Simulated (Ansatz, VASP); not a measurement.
One calculation of KHf3O2, two programs

INCAR

```
ALGO = Normal ; EDIFF = 1E-6
ENCUT = 520 ; GGA = PE
ISIF = 2 ; ISMEAR = 0
LASPH = T ; LCHARG = F
LREAL = F ; LWAVE = F
NBANDS = 34 ; NELM = 80
PREC = Accurate ; SIGMA = 0.1
```

File KPOINTS:

```
k-points
0
Gamma
  6 6 2
```

The input POSCAR:

```
KHf3O2
1.0
    4.1844055400      0.0000000000      0.0000000000
   -2.0922027700      3.6238015000      0.0000000000
    0.0000000000      0.0000000000      8.8297018600
K Hf O
1 3 2
Direct
    0.0000000000      0.0000000000      0.0000000000
    0.0000000000      0.0000000000      0.2673787000
    0.0000000000      0.0000000000      0.7326213000
    0.0000000000      0.0000000000      0.5000000000
    0.3333333300      0.6666666700      0.8680747700
    0.6666666700      0.3333333300      0.1319252300
```

Input for Ansatz:

```yaml
crystal:
  lattice:
    - [4.18440554, 0.0, 0.0]
    - [-2.09220277, 3.6238015, 0.0]
    - [0.0, 0.0, 8.82970186]
  atoms:
    - { symbol: K, position: [0.0, 0.0, 0.0] }
    - { symbol: Hf, position: [0.0, 0.0, 0.2673787] }
    - { symbol: Hf, position: [0.0, 0.0, 0.7326213] }
    - { symbol: Hf, position: [0.0, 0.0, 0.5] }
    - { symbol: O, position: [0.33333333, 0.66666667, 0.86807477] }
    - { symbol: O, position: [0.66666667, 0.33333333, 0.13192523] }
basis:
  ecutwfc: 420
kpoints:
  mp_grid: { grid: [6, 6, 2] }
hamiltonian:
  xc: pbe
scf:
  occupations: { method: gaussian, width: 0.1 }
  lower_state_search: "off"
output:
  forces: true
  stress: true
  eigenvalues: true
```

Alike in both runs: task single point; functional PBE; k mesh 6 × 6 × 2; occupations gaussian, width 0.1 eV; no spin polarisation.

|  | VASP | Ansatz |
| --- | --- | --- |
| version | VASP 6.6.1 | Ansatz 0.2.0 |
| potentials or method | VASP PAW PBE potentials, release 64 (K_sv, Hf_pv, O), cutoff 520 eV | scalar-relativistic, plane waves, PAW |
| valence electrons in the cell | 51 | 99 |

VASP gave:

```
gap on the k mesh at the Fermi level (eV)                     : none
pressure (GPa)                                                : 7.5
traceless stress, the component that is largest in VASP (GPa) : 64.97
rms of the force components (eV/Å)                            : 3.029
```

Question: Estimate Ansatz's values.

Answer: gap on the k mesh at the Fermi level (eV): none; pressure (GPa): 7.8; traceless stress, the component that is largest in VASP (GPa): 65.41; rms of the force components (eV/Å): 3.109.

Atom by atom the forces differ by 0.086 eV/Å (rms over components). A gap of «none» marks a metal or a gap that the smearing closes. VASP's potentials hold 51 valence electrons a cell and Ansatz's 99, so a difference there can come from the potentials and not from the codes.

Spin-orbit coupling is off throughout.
